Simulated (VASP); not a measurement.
# SbTe2O3 (P6/mmm) in VASP: a series of runs, part 2 of 2

VASP 6.6.1. The steps go on from the part before.

### Step 3. Relaxation of cell and atoms, PBE

This run uses another cell than the first one, of 19.34 Å³/atom, 1.199 times its volume.

File INCAR:

```
SYSTEM = SbTe2O3
PREC = Accurate
ENCUT = 600
EDIFF = 1E-6
ISMEAR = 0
SIGMA = 0.1
LREAL = .False.
LASPH = .True.
NELM = 80
ALGO = Normal
ISIF = 3
LWAVE = .False.
LCHARG = .False.
GGA = PE
IBRION = 2
NSW = 90
EDIFFG = -0.04
```

File KPOINTS:

```
Automatic mesh
0
Gamma
  3 3 6
  0 0 0
```

File POSCAR:

```
SbTe2O3
1.0
    6.2798034600      0.0000000000      0.0000000000
   -3.1399017300      5.4384693300      0.0000000000
    0.0000000000      0.0000000000      3.3983882600
Sb Te O
1 2 3
Direct
    0.0000000000      0.0000000000      0.0000000000
    0.3333333300      0.6666666700      0.0000000000
    0.6666666700      0.3333333300      0.0000000000
    0.5000000000      0.0000000000      0.5000000000
    0.5000000000      0.5000000000      0.5000000000
    0.0000000000      0.5000000000      0.5000000000
```

Potentials or basis: VASP PAW PBE potentials, release 64 (Sb, Te, O).

On the command line:

```console
cat potpaw_PBE.64/Sb/POTCAR potpaw_PBE.64/Te/POTCAR potpaw_PBE.64/O/POTCAR > POTCAR
mpirun -np 1 vasp_std > vasp.out
```

OUTCAR:

```text
SYSTEM = SbTe2O3
   PREC = Accurate
   ENCUT = 600
   EDIFF = 1E-6
   ISMEAR = 0
   LREAL = .False.
   LASPH = .True.
   NELM = 80
   ISIF = 3
   GGA = PE
   IBRION = 2
   NSW = 90
   EDIFFG = -0.04

 ion  position               nearest neighbor table
   1  0.000  0.000  0.000-   2 3.63   3 3.63   3 3.63   2 3.63   3 3.63   2 3.63
   2  0.333  0.667  0.000-   6 2.48   6 2.48   4 2.48   4 2.48   5 2.48   5 2.48   1 3.63   3 3.63
                             3 3.63   1 3.63   1 3.63   3 3.63
   3  0.667  0.333  0.000-   6 2.48   6 2.48   4 2.48   4 2.48   5 2.48   5 2.48   1 3.63   2 3.63
                             2 3.63   1 3.63   1 3.63   2 3.63
   4  0.500  0.000  0.500-   2 2.48   3 2.48   2 2.48   3 2.48
   5  0.500  0.500  0.500-   2 2.48   3 2.48   2 2.48   3 2.48
   6  0.000  0.500  0.500-   2 2.48   3 2.48   2 2.48   3 2.48

  LATTYP: Found a hexagonal cell.
 ALAT       =     6.2798034600
 C/A-ratio  =     0.5411615637

  Lattice vectors:

 A1 = (   6.2798034600,   0.0000000000,   0.0000000000)
 A2 = (  -3.1399017300,   5.4384693300,   0.0000000000)
 A3 = (   0.0000000000,   0.0000000000,   3.3983882600)

Analysis of symmetry for initial positions (statically):
=====================================================================
 Subroutine PRICEL returns:
 Original cell was already a primitive cell.

 Routine SETGRP: Setting up the symmetry group for a
 hexagonal supercell.

 Subroutine GETGRP returns: Found 24 space group operations
 (whereof 24 operations were pure point group operations)
 out of a pool of 24 trial point group operations.

The static configuration has the point symmetry D_6h.

Analysis of symmetry for dynamics (positions and initial velocities):
=====================================================================
 Subroutine PRICEL returns:
 Original cell was already a primitive cell.

 Routine SETGRP: Setting up the symmetry group for a
 hexagonal supercell.

 Subroutine GETGRP returns: Found 24 space group operations
 (whereof 24 operations were pure point group operations)
 out of a pool of 24 trial point group operations.
[... 106 lines left out ...]
   PSTRESS=    0.0 pullay stress
   NELECT =      35.0000    total number of electrons
   NUPDOWN=      -1.0000    fix difference up-down
   EMIN   =  10.00;   EMAX   =-10.00  energy-range for DOS
   EFERMI =   0.00;   METHOD = LEGACY
   ISMEAR =     0;   SIGMA  =   0.10  broadening in eV -4-tet -1-fermi 0-gaus
   EFERMI_NEDOS =   21; number of points for ismear=-14 and -15
   IALGO  =     38    algorithm
   IMIX   =      4    mixing-type and parameters
     AMIX     =   0.40;   BMIX     =  1.00
     AMIX_MAG =   1.60;   BMIX_MAG =  1.00
  volume/ion in A,a.u.               =      19.34       130.54
  Fermi-wavevector in a.u.,A,eV,Ry     =   1.097823  2.074584 16.397946  1.205215
  Thomas-Fermi vector in A             =   2.234190
   LORBIT       =      0    0 simple, 1 ext, 2 COOP (PROOUT), +10 PAW based schemes
   GGA     = PE    functional components
   LHFCALC =     F    Hartree Fock is set to
   AEXX    =    0.0000 exact exchange contribution
   IVDW    =     0    specifies the selected vdW correction
   LEPSILON=     F    determine dielectric tensor
   LRPA    =     F    only Hartree local field effects (RPA)
 conjugate gradient relaxation of ions
 non-spin polarized calculation
 Gauss-broadening in eV      SIGMA  =   0.10
  energy-cutoff  :      600.00
  volume of cell :      116.06
 maximum number of plane-waves:      3926
 NGX is ok and might be reduce to    50
   NGX = 25   NGY = 25   NGZ = 13

--------------------------------------- Ionic step        1  -------------------------------------------

 number of electron      35.0000004 magnetization

 Free energy of the ion-electron system (eV)
  ---------------------------------------------------
  ext. energy  EPLUGINS =         0.00000000
  ---------------------------------------------------
  free energy    TOTEN  =       -24.95989402 eV

  energy without entropy =      -24.93684654  energy(sigma->0) =      -24.94837028

------------------------ aborting loop because EDIFF is reached ----------------------------------------

  FORCE on cell =-STRESS in cart. coord.  units (eV):
  Direction    XX          YY          ZZ          XY          YZ          ZX
  --------------------------------------------------------------------------------------
  -------------------------------------------------------------------------------------
  Total       -7.8324517     -7.8324517     -9.1554693      0.0000000      0.0000000      0.0000000
  in kB     -108.1216283   -108.1216284   -126.3849796      0.0000000      0.0000000      0.0000000
  external PRESSURE =    -114.2094121 kB  Pullay stress =       0.0000000 kB
[... 227 lines left out ...]
--------------------------------------- Ionic step        7  -------------------------------------------

 number of electron      34.9999997 magnetization

 Free energy of the ion-electron system (eV)
  ---------------------------------------------------
  ext. energy  EPLUGINS =         0.00000000
  ---------------------------------------------------
  free energy    TOTEN  =       -25.77286972 eV

  energy without entropy =      -25.75187657  energy(sigma->0) =      -25.76237314

 E-fermi :   8.3617     XC(G=0): -10.9010

 val. band max:        8.3092085354   @ k =   0.3333   0.0000   0.5000
 cond. band min:       8.3769821592   @ k =   0.3333   0.3333   0.1667
 fundamental gap:      0.0677736238
 Fermi energy:         8.3616830587

 k-point     1 :       0.0000    0.0000    0.0000
  band No.  band energies     occupation
      1     -11.5198      2.00000
      2      -9.7921      2.00000
      3      -9.7921      2.00000
      4      -4.4675      2.00000
      5      -2.1001      2.00000
      6      -0.0458      2.00000
[... 310 lines left out ...]
  FREE ENERGIE OF THE ION-ELECTRON SYSTEM (eV)
  ---------------------------------------------------
  free  energy   TOTEN  =       -25.7728697189 eV

  energy  without entropy=      -25.7518765657  energy(sigma->0) =      -25.76237314

 reached required accuracy - stopping structural energy minimisation
```

Wall time 3.2 min (1 thread of AMD EPYC 9R45 (Zen 5), shared host); peak memory 0.26 GiB.

What came out:

```yaml
Free_energy: -25.7729 eV
Relaxed_volume: 16.04 Å³/atom
Relaxed_cell: a = 5.743 Å, b = 5.743 Å, c = 3.370 Å, α = 90.00°, β = 90.00°, γ = 120.00°
Space_group_after_relaxing_to_0.05_Å: P6/mmm (No. 191)
Energy_gained_by_relaxing: 135.5 meV/atom
Ionic_steps: 7
Pressure_after_relaxing: -0.3 GPa
```

Step by step:
```
step  energy change (eV)  largest force (eV/Å)  pressure (GPa)  volume (Å³)
   1              0.0000                0.0000          -11.42       116.06
   2             -0.5272                0.0000            6.98        94.40
   3             -0.6542                0.0000           -0.21       100.18
   4             -0.7229                0.0000           -0.40        98.99
   5             -0.7967                0.0000            0.17        95.15
   6             -0.8103                0.0000           -0.36        96.64
   7             -0.8130                0.0000           -0.33        96.24
```

Final structure:
```xyz
6
Lattice="5.7426 0.0000 0.0000 -2.8713 4.9732 0.0000 0.0000 0.0000 3.3700" Properties=species:S:1:pos:R:3 pbc="T T T"
Sb   -2.8713    4.9732    0.0000
Te    0.0000    3.3155    0.0000
Te    2.8713    1.6577    0.0000
O     2.8713    0.0000    1.6850
O     1.4356    2.4866    1.6850
O    -1.4356    2.4866    1.6850
```

Caveat: the k points lie up to 0.42 Å⁻¹ apart in the final cell; the volume moved by over 15 % at a fixed basis, so the end points are rough; spin-orbit coupling is left out, which moves the levels of the heavy elements; an odd number of electrons without spin polarisation forces a metal; a magnetic or distorted state may lie lower.

### Step 4. Relaxation of cell and atoms, PBE

This run uses another cell than the first one, of 16.16 Å³/atom, 1.002 times its volume.

File INCAR:

```
SYSTEM = SbTe2O3
PREC     = Accurate       ! precision mode
ENCUT    = 600            ! plane-wave cutoff, eV
EDIFF    = 1E-6           ! SCF threshold, eV
ISMEAR   = 0              ! smearing method
SIGMA    = 0.1            ! smearing width, eV
LREAL    = .FALSE.        ! projectors in reciprocal space
LASPH    = .TRUE.         ! aspherical terms in the spheres
NELM     = 60             ! most SCF steps
ALGO     = Normal         ! electronic algorithm
ISIF     = 3              ! what is computed and relaxed
LWAVE    = .FALSE.        ! write WAVECAR
LCHARG   = .FALSE.        ! write CHGCAR
GGA      = PE             ! functional
IBRION   = 2              ! ionic algorithm
NSW      = 100            ! ionic steps
EDIFFG   = -0.01          ! ionic threshold
```

File KPOINTS:

```
regular mesh
0
G
  6 6 12
  0 0 0
```

File POSCAR:

```
SbTe2O3
1.0
    5.7616141109      0.0000000000      0.0000000000
   -2.8808070554      4.9897041868      0.0000000000
    0.0000000000      0.0000000000      3.3734944742
Sb Te O
1 2 3
Direct
    0.0000000000      0.0000000000      0.0000000000
    0.3333333333      0.6666666667      0.0000000000
    0.6666666667      0.3333333333      0.0000000000
    0.5000000000      0.0000000000      0.5000000000
    0.5000000000      0.5000000000      0.5000000000
    0.0000000000      0.5000000000      0.5000000000
```

On the command line:

```console
cat potpaw_PBE.64/Sb/POTCAR potpaw_PBE.64/Te/POTCAR potpaw_PBE.64/O/POTCAR > POTCAR
mpirun -np 1 vasp_std > vasp.out
```

It took 4.9 min on 1 thread of AMD EPYC 9R45 (Zen 5), shared host; peak memory 0.31 GiB.

The run converged. Its results:

```yaml
Free_energy: -25.7847 eV
Relaxed_volume: 16.04 Å³/atom
Relaxed_cell: a = 5.751 Å, b = 5.751 Å, c = 3.361 Å, α = 90.00°, β = 90.00°, γ = 120.00°
Space_group_after_relaxing_to_0.05_Å: P6/mmm (No. 191)
Energy_gained_by_relaxing: 0.5 meV/atom
Ionic_steps: 4
Pressure_after_relaxing: -0.1 GPa
```

Stress tensor (GPa, compression positive):
```
-0.10  0.00  0.00
 0.00 -0.10  0.00
 0.00  0.00  0.00
```

The path:
```
step  energy change (eV)  largest force (eV/Å)  pressure (GPa)  volume (Å³)
   1              0.0000                0.0000           -0.94        96.98
   2             -0.0013                0.0000            0.65        95.65
   3             -0.0027                0.0000            0.04        96.20
   4             -0.0027                0.0000           -0.07        96.24
```

Final structure:
```yaml
crystal:
  lattice:
    - [5.75061, 0.00000, 0.00000]
    - [-2.87530, 4.98017, 0.00000]
    - [0.00000, 0.00000, 3.36051]
  atoms:
    - { symbol: Sb, position: [0.00000, 0.00000, 0.00000] }
    - { symbol: Te, position: [0.33333, 0.66667, 0.00000] }
    - { symbol: Te, position: [0.66667, 0.33333, 0.00000] }
    - { symbol: O, position: [0.50000, 0.00000, 0.50000] }
    - { symbol: O, position: [0.50000, 0.50000, 0.50000] }
    - { symbol: O, position: [0.00000, 0.50000, 0.50000] }
```

Levels at points of the mesh, in eV from the Fermi level:
```tsv
k point	band 15	band 16	band 17	band 18	band 19	band 20	band 21
(0.00, 0.00, 0.00)	-2.26	-2.06	-1.44	0.19	0.19	1.00	3.98
(0.50, 0.00, 0.00)	-2.42	-1.33	-0.47	0.93	1.80	2.08	2.47
(0.00, 0.00, 0.50)	-2.53	-2.53	-1.84	-0.44	-0.36	2.44	2.44
(0.50, 0.00, 0.50)	-2.17	-1.04	-0.90	-0.14	0.39	1.91	2.12
```

Caveat: spin-orbit coupling is left out, which moves the levels of the heavy elements; an odd number of electrons without spin polarisation forces a metal; a magnetic or distorted state may lie lower.

### Step 5. Overview

```csv
task,cell,k mesh,cutoff (eV),gap on the mesh (eV),pressure (GPa),relaxed volume (Å³/atom)
single point,"a = 5.760, b = 5.760, c = 3.367 Å, angles 90.0, 90.0, 120.0°, 6 atoms",6 × 6 × 12,520,none,-0.5,-
relaxation of cell and atoms,"relaxed from a = 6.280, b = 6.280, c = 3.398 Å, angles 90.0, 90.0, 120.0°, 6 atoms",3 × 3 × 6,600,none,-0.3,16.04
relaxation of cell and atoms,"relaxed from a = 5.762, b = 5.762, c = 3.373 Å, angles 90.0, 90.0, 120.0°, 6 atoms",6 × 6 × 12,600,none,-0.1,16.04
```

Alike in all rows: level PBE; potentials or basis VASP PAW PBE potentials, release 64 (Sb, Te, O); no spin polarisation; smearing gaussian 0.1 eV.

Caveats: some runs use coarse meshes; spin-orbit coupling is left out, which moves the levels of the heavy elements; an odd number of electrons without spin polarisation forces a metal; a magnetic or distorted state may lie lower; the volume moved by over 15 % at a fixed basis, so the end points are rough (some runs).

Absolute energies hang on the potentials; compare differences alone.
